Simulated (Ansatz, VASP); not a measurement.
In3As: VASP beside Ansatz

Contents of INCAR:

```
ALGO = Fast
EDIFF = 1E-7
ENCUT = 520
GGA = PS
ISIF = 2
ISMEAR = 0
IVDW = 12
LASPH = T
LCHARG = T
LELF = T
LREAL = F
LVHAR = T
LWAVE = F
NBANDS = 30
NELM = 80
PREC = Accurate
SIGMA = 0.15
```

The input KPOINTS:

```
k-points
0
Gamma
  10 10 10
```

POSCAR

```
In3As
1.0
    4.5024438172      0.0000000000      0.0000000000
    0.0000000000      4.5024438172      0.0000000000
    0.0000000000      0.0000000000      4.5024438172
In As
3 1
Direct
    0.0000000000      0.5000000000      0.5000000000
    0.5000000000      0.0000000000      0.5000000000
    0.5000000000      0.5000000000      0.0000000000
    0.0000000000     -0.0117787163     -0.0117787163
```

Input for Ansatz:

```yaml
crystal:
  lattice:
    - [4.5024438172, 0.0, 0.0]
    - [0.0, 4.5024438172, 0.0]
    - [0.0, 0.0, 4.5024438172]
  atoms:
    - { symbol: In, position: [0.0, 0.5, 0.5] }
    - { symbol: In, position: [0.5, 0.0, 0.5] }
    - { symbol: In, position: [0.5, 0.5, 0.0] }
    - { symbol: As, position: [0.0, -0.0117787163, -0.0117787163] }
basis:
  ecutwfc: 420
kpoints:
  mp_grid: { grid: [10, 10, 10] }
hamiltonian:
  xc: pbesol
  dispersion: d3bj
scf:
  occupations: { method: gaussian, width: 0.15 }
output:
  forces: true
  stress: true
  eigenvalues: true
```

Change from the starting cell: all As atoms moved +0.075 Å, as atom 4 towards its neighbour atom 1 (In) at 3.184 Å.

Alike in both runs: task single point; functional PBEsol; dispersion D3(BJ); k mesh 10 × 10 × 10; occupations gaussian, width 0.15 eV; no spin polarisation.

|  | VASP | Ansatz |
| --- | --- | --- |
| version | VASP 6.6.1 | Ansatz 0.2.0 |
| potentials or method | VASP PAW PBE potentials, release 64 (In_d, As), cutoff 520 eV | scalar-relativistic, plane waves, PAW |
| valence electrons in the cell | 44 | 54 |

```tsv
	VASP	Ansatz	Ansatz less VASP
gap on the k mesh at the Fermi level (eV)	none	none	-
pressure (GPa)	0.0	0.0	-0.01
rms of the force components (eV/Å)	0.035	0.035	-0.0002
```

VASP's potentials were made for PBE, not for PBEsol. Atom by atom the forces differ by 0.001 eV/Å (rms over components). A gap of «none» marks a metal or a gap that the smearing closes. VASP's potentials hold 44 valence electrons a cell and Ansatz's 54, so a difference there can come from the potentials and not from the codes.
